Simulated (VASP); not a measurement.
# Sn2PbS3 (P1) in VASP: single point with PBE

Aim: the single point of Sn2PbS3 with PBE.

Program: VASP 6.6.1. These are calculated values, not measurements. Logs are shortened: lines on timing, memory, paths and dates and some standing lists are left out, and cuts for length are marked.

## Step 1: The cell of the first run

The typed cell holds 12 atoms: a = 5.971 Å, b = 6.097 Å, c = 9.351 Å, α = 89.54°, β = 72.89°, γ = 89.91°.

## Step 2: Single point, PBE

File INCAR:

```
SYSTEM = Sn2PbS3
PREC = Accurate
ENCUT = 520
EDIFF = 1E-7
ISMEAR = 0
SIGMA = 0.1
LREAL = .FALSE.
LASPH = .TRUE.
NELM = 100
ALGO = Normal
ISIF = 2
LWAVE = .FALSE.
LCHARG = .FALSE.
GGA = PE
NBANDS = 72
```

File KPOINTS:

```
regular mesh
0
G
  4 4 2
  0 0 0
```

File POSCAR:

```
Sn2PbS3
1.0
    5.9706335000      0.0000000000      0.0000000000
    0.0099851000      6.0974755000      0.0000000000
    2.7514282000      0.0702676000      8.9364462000
Sn Pb S
4 2 6
Direct
    0.6389650000      0.0170680000      0.6778550000
    0.1394510000      0.4841990000      0.6759690000
    0.3122300000      0.0222270000      0.3467040000
    0.8126660000      0.4769270000      0.3450320000
    0.9899400000      0.0104580000      0.0071450000
    0.4905660000      0.4896050000      0.0056380000
    0.8672560000      0.0472990000      0.3285220000
    0.3676820000      0.4517180000      0.3261330000
    0.5041880000      0.0150500000      0.9862790000
    0.0046990000      0.4842560000      0.9834800000
    0.1861150000      0.0495570000      0.6598200000
    0.6862430000      0.4516370000      0.6574220000
```

Potentials or basis: VASP PAW PBE potentials, release 64 (Sn_d, Pb_d, S).

Command:

```bash
> cat potpaw_PBE.64/Sn_d/POTCAR potpaw_PBE.64/Pb_d/POTCAR potpaw_PBE.64/S/POTCAR > POTCAR
> mpirun -np 1 vasp_std > vasp.out
```

OUTCAR:

```text
SYSTEM = Sn2PbS3
   PREC = Accurate
   ENCUT = 520
   EDIFF = 1E-7
   ISMEAR = 0
   LREAL = .FALSE.
   LASPH = .TRUE.
   NELM = 100
   ISIF = 2
   GGA = PE

 ion  position               nearest neighbor table
   1  0.639  0.017  0.678-  12 2.66   9 2.76  11 2.76   7 3.15  11 3.23
   2  0.139  0.484  0.676-  11 2.67  10 2.75  12 2.77   8 3.16  12 3.22
   3  0.312  0.022  0.347-   8 2.64   7 2.72  11 2.81   9 3.23   7 3.27
   4  0.813  0.477  0.345-   7 2.64   8 2.72  12 2.80  10 3.23   8 3.27
   5  0.990  0.010  0.007-   7 2.89  10 2.90   9 2.96   9 3.02  11 3.12  10 3.22
   6  0.491  0.490  0.006-   8 2.88   9 2.90  10 2.97  10 3.02  12 3.13   9 3.21
   7  0.867  0.047  0.329-   4 2.64   3 2.72   5 2.89   1 3.15   3 3.27
   8  0.368  0.452  0.326-   3 2.64   4 2.72   6 2.88   2 3.16   4 3.27
   9  0.504  0.015  0.986-   1 2.76   6 2.90   5 2.96   5 3.02   6 3.21   3 3.23
  10  0.005  0.484  0.983-   2 2.75   5 2.90   6 2.97   6 3.02   5 3.22   4 3.23
  11  0.186  0.050  0.660-   2 2.67   1 2.76   3 2.81   5 3.12   1 3.23
  12  0.686  0.452  0.657-   1 2.66   2 2.77   4 2.80   6 3.13   2 3.22

  LATTYP: Found a triclinic cell.
 ALAT       =     9.3506879619
 B/A-ratio  =     0.6385234460
 C/A-ratio  =     0.6520893116
 COS(alpha) =     0.0016375772
 COS(beta)  =     0.0079965434
 COS(gamma) =     0.2942487452

  Lattice vectors:

 A1 = (   2.7514282000,   0.0702676000,   8.9364462000)
 A2 = (   5.9706335000,   0.0000000000,   0.0000000000)
 A3 = (   0.0099851000,   6.0974755000,   0.0000000000)

Analysis of symmetry for initial positions (statically):
=====================================================================
 Subroutine PRICEL returns:
 Original cell was already a primitive cell.

 Routine SETGRP: Setting up the symmetry group for a
 triclinic supercell.

 Subroutine GETGRP returns: Found  1 space group operations
 (whereof  1 operations were pure point group operations)
 out of a pool of  2 trial point group operations.

The static configuration has the point symmetry C_1 .

Analysis of symmetry for dynamics (positions and initial velocities):
=====================================================================
 Subroutine PRICEL returns:
 Original cell was already a primitive cell.

 Routine SETGRP: Setting up the symmetry group for a
 triclinic supercell.

 Subroutine GETGRP returns: Found  1 space group operations
 (whereof  1 operations were pure point group operations)
 out of a pool of  2 trial point group operations.

The dynamic configuration has the point symmetry C_1 .

 Subroutine INISYM returns: Found  1 space group operations
 (whereof  1 operations are pure point group operations),
 and found     1 'primitive' translations

----------------------------------------------------------------------------------------

                                     Primitive cell

  volume of cell :     325.3384

  direct lattice vectors                    reciprocal lattice vectors
     5.970633500  0.000000000  0.000000000     0.167486415 -0.000274272 -0.051564969
     0.009985100  6.097475500  0.000000000     0.000000000  0.164002299 -0.001289556
     2.751428200  0.070267600  8.936446200     0.000000000  0.000000000  0.111901306

  length of vectors
     5.970633500  6.097483676  9.350687962     0.175244744  0.164007369  0.111901306

  position of ions in fractional coordinates (direct lattice)
     0.638965000  0.017068000  0.677855000
     0.139451000  0.484199000  0.675969000
     0.312230000  0.022227000  0.346704000
     0.812666000  0.476927000  0.345032000
     0.989940000  0.010458000  0.007145000
     0.490566000  0.489605000  0.005638000
     0.867256000  0.047299000  0.328522000
     0.367682000  0.451718000  0.326133000
     0.504188000  0.015050000  0.986279000
     0.004699000  0.484256000  0.983480000
     0.186115000  0.049557000  0.659820000
     0.686243000  0.451637000  0.657422000

  ion indices of the primitive-cell ions
   primitive index   ion index
                 1           1
                 2           2
                 3           3
                 4           4
                 5           5
                 6           6
                 7           7
                 8           8
                 9           9
                10          10
                11          11
                12          12

----------------------------------------------------------------------------------------

 KPOINTS: regular mesh

Automatic generation of k-mesh.
 Grid dimensions read from file:
 generate k-points for:    4    4    2

 Generating k-lattice:

  Cartesian coordinates                     Fractional coordinates (reciprocal lattice)
     0.041871604 -0.000068568 -0.012891242     0.250000000  0.000000000  0.000000000
     0.000000000  0.041000575 -0.000322389     0.000000000  0.250000000  0.000000000
     0.000000000  0.000000000  0.055950653     0.000000000  0.000000000  0.500000000

  Length of vectors
     0.043811186  0.041001842  0.055950653

  Shift w.r.t. Gamma in fractional coordinates (k-lattice)
     0.000000000  0.000000000  0.000000000

 Subroutine IBZKPT returns following result:
 ===========================================

 Found     20 irreducible k-points:

 Following reciprocal coordinates:
            Coordinates               Weight
  0.000000  0.000000  0.000000      1.000000
  0.250000  0.000000  0.000000      2.000000
  0.500000  0.000000  0.000000      1.000000
  0.000000  0.250000  0.000000      2.000000
  0.250000  0.250000  0.000000      2.000000
  0.500000  0.250000  0.000000      2.000000
[... 12 lines left out ...]
  0.250000  0.500000  0.500000      2.000000
  0.500000  0.500000  0.500000      1.000000
   k-points           NKPTS =     20   k-points in BZ     NKDIM =     20   number of bands    NBANDS=     72
   number of dos      NEDOS =    301   number of ions     NIONS =     12
   total plane-waves  NPLWV = 161280
   dimension x,y,z NGX =    48 NGY =   48 NGZ =   70
   dimension x,y,z NGXF=    96 NGYF=   96 NGZF=  140
   ions per type =               4   2   6
   NGX,Y,Z   is equivalent  to a cutoff of  13.37, 13.09, 12.45 a.u.
   NGXF,Y,Z  is equivalent  to a cutoff of  26.73, 26.17, 24.89 a.u.
 SYSTEM =  Sn2PbS3
   PREC   = accura    normal or accurate (medium, high low for compatibility)
   ISTART =      0    job   : 0-new  1-cont  2-samecut
   ICHARG =      2    charge: 1-file 2-atom 10-const
   ISPIN  =      1    spin polarized calculation?
   LNONCOLLINEAR =      F non collinear calculations
   LSORBIT =      F    spin-orbit coupling
   LASPH  =      T    aspherical Exc in radial PAW
   ENCUT  =  520.0 eV  38.22 Ry    6.18 a.u.  11.10 11.34 17.39*2*pi/ulx,y,z
   NELM   =    100;   NELMIN=  2; NELMDL= -5     # of ELM steps
   EDIFF  = 0.1E-06   stopping-criterion for ELM
   LREAL  =      F    real-space projection
   EDIFFG = 0.1E-05   stopping-criterion for IOM
   NSW    =      0    number of steps for IOM
   IBRION =     -1    ionic relax: 0-MD 1-quasi-New 2-CG
   NFREE  =      0    steps in history (QN), initial steepest desc. (CG)
   ISIF   =      2    stress and relaxation
   ISYM   =      2    0-nonsym 1-usesym 2-fastsym
   POTIM  = 0.5000    time-step for ionic-motion
   TEBEG  =    0.0;   TEEND  =   0.0 temperature during run
   PSTRESS=    0.0 pullay stress
   NELECT =     120.0000    total number of electrons
   NUPDOWN=      -1.0000    fix difference up-down
   EMIN   =  10.00;   EMAX   =-10.00  energy-range for DOS
   EFERMI =   0.00;   METHOD = LEGACY
   ISMEAR =     0;   SIGMA  =   0.10  broadening in eV -4-tet -1-fermi 0-gaus
   EFERMI_NEDOS =   21; number of points for ismear=-14 and -15
   IALGO  =     38    algorithm
   IMIX   =      4    mixing-type and parameters
     AMIX     =   0.40;   BMIX     =  1.00
     AMIX_MAG =   1.60;   BMIX_MAG =  1.00
  volume/ion in A,a.u.               =      27.11       182.96
  Fermi-wavevector in a.u.,A,eV,Ry     =   1.174060  2.218651 18.754487  1.378416
  Thomas-Fermi vector in A             =   2.310463
   LORBIT       =      0    0 simple, 1 ext, 2 COOP (PROOUT), +10 PAW based schemes
   GGA     = PE    functional components
   LHFCALC =     F    Hartree Fock is set to
   AEXX    =    0.0000 exact exchange contribution
   IVDW    =     0    specifies the selected vdW correction
   LEPSILON=     F    determine dielectric tensor
   LRPA    =     F    only Hartree local field effects (RPA)
 non-spin polarized calculation
 Gauss-broadening in eV      SIGMA  =   0.10
  energy-cutoff  :      520.00
  volume of cell :      325.34
 maximum number of plane-waves:      8792
 NGX is ok and might be reduce to    48
   NGX = 23   NGY = 23   NGZ = 35

 number of electron     120.0000008 magnetization

 Free energy of the ion-electron system (eV)
  ---------------------------------------------------
  ext. energy  EPLUGINS =         0.00000000
  ---------------------------------------------------
  free energy    TOTEN  =       -52.68809592 eV

  energy without entropy =      -52.68809592  energy(sigma->0) =      -52.68809592

 E-fermi :   5.6366     XC(G=0):  -9.3251

 val. band max:        5.2144552158   @ k =   0.0000   0.5000   0.5000
 cond. band min:       6.0597167406   @ k =   0.5000   0.5000   0.0000
 fundamental gap:      0.8452615248
 Fermi energy:         5.6365707497

 k-point     1 :       0.0000    0.0000    0.0000
  band No.  band energies     occupation
      1     -16.0895      2.00000
      2     -16.0815      2.00000
      3     -16.0762      2.00000
      4     -16.0694      2.00000
      5     -16.0606      2.00000
      6     -16.0469      2.00000
[... 64 lines left out ...]
     71       9.7993      0.00000
     72       9.8398      0.00000
[... 1423 lines left out ...]
     71       7.5579      0.00000
     72       7.5615      0.00000

------------------------ aborting loop because EDIFF is reached ----------------------------------------

  FORCE on cell =-STRESS in cart. coord.  units (eV):
  Direction    XX          YY          ZZ          XY          YZ          ZX
  --------------------------------------------------------------------------------------
  -------------------------------------------------------------------------------------
  Total        0.0963411     -0.1901559     -0.2287224     -0.0025323     -0.0060986      0.0870894
  in kB        0.4744463     -0.9364512     -1.1263772     -0.0124705     -0.0300333      0.4288846
  external PRESSURE =      -0.5294607 kB  Pullay stress =       0.0000000 kB

 VOLUME and BASIS-vectors are now :
 -----------------------------------------------------------------------------
  energy-cutoff  :      520.00
  volume of cell :      325.34
      direct lattice vectors                 reciprocal lattice vectors
     5.970633500  0.000000000  0.000000000     0.167486415 -0.000274272 -0.051564969
     0.009985100  6.097475500  0.000000000     0.000000000  0.164002299 -0.001289556
     2.751428200  0.070267600  8.936446200     0.000000000  0.000000000  0.111901306

 POSITION                                       TOTAL-FORCE (eV/Angst)
 -----------------------------------------------------------------------------------
      5.68027      0.15170      6.05761        -0.002254      0.033276      0.012169
      2.69733      2.99989      6.04076        -0.003290     -0.034137      0.012849
      2.81836      0.15989      3.09830        -0.001519      0.037388     -0.009012
      5.80622      2.93230      3.08336        -0.001217     -0.037334     -0.007389
      5.93033      0.06427      0.06385        -0.018229      0.016710      0.004375
      2.94939      2.98575      0.05038        -0.018904     -0.016605      0.005330
      6.08244      0.31149      2.93582        -0.006412      0.053096     -0.005523
      3.09714      2.77726      2.91447        -0.007123     -0.053181     -0.004068
      5.72415      0.16107      8.81383         0.025460      0.027030     -0.014164
      2.73887      3.02185      8.78882         0.025022     -0.026847     -0.014475
      2.92717      0.34854      5.89645         0.003359      0.043133      0.009592
      5.91066      2.80004      5.87502         0.005108     -0.042531      0.010316
 -----------------------------------------------------------------------------------
    total drift:                               -0.000694      0.000541     -0.000002

  FREE ENERGIE OF THE ION-ELECTRON SYSTEM (eV)
  ---------------------------------------------------
  free  energy   TOTEN  =       -52.6880959207 eV

  energy  without entropy=      -52.6880959206  energy(sigma->0) =      -52.68809592
```

Wall time 20 min (1 thread of Intel Xeon 8259CL, shared host); peak memory 0.63 GiB.

What came out:

```yaml
Free_energy: -52.6881 eV
Pressure: -0.1 GPa
Largest_force: 0.054 eV/Å
Band_gap_on_the_k_mesh: 0.85 eV (least direct gap 0.96 eV)
```

Forces in eV/Å, atoms in the order of the input:
```
Sn  -0.002  0.033  0.012
Sn  -0.003 -0.034  0.013
Sn  -0.002  0.037 -0.009
Sn  -0.001 -0.037 -0.007
Pb  -0.018  0.017  0.004
Pb  -0.019 -0.017  0.005
S   -0.006  0.053 -0.006
S   -0.007 -0.053 -0.004
S    0.025  0.027 -0.014
S    0.025 -0.027 -0.014
S    0.003  0.043  0.010
S    0.005 -0.043  0.010
```

Stress tensor (GPa, compression positive):
```
 0.05  0.00  0.04
 0.00 -0.09  0.00
 0.04  0.00 -0.11
```

Caveat: spin-orbit coupling is left out, which moves the levels of the heavy elements.
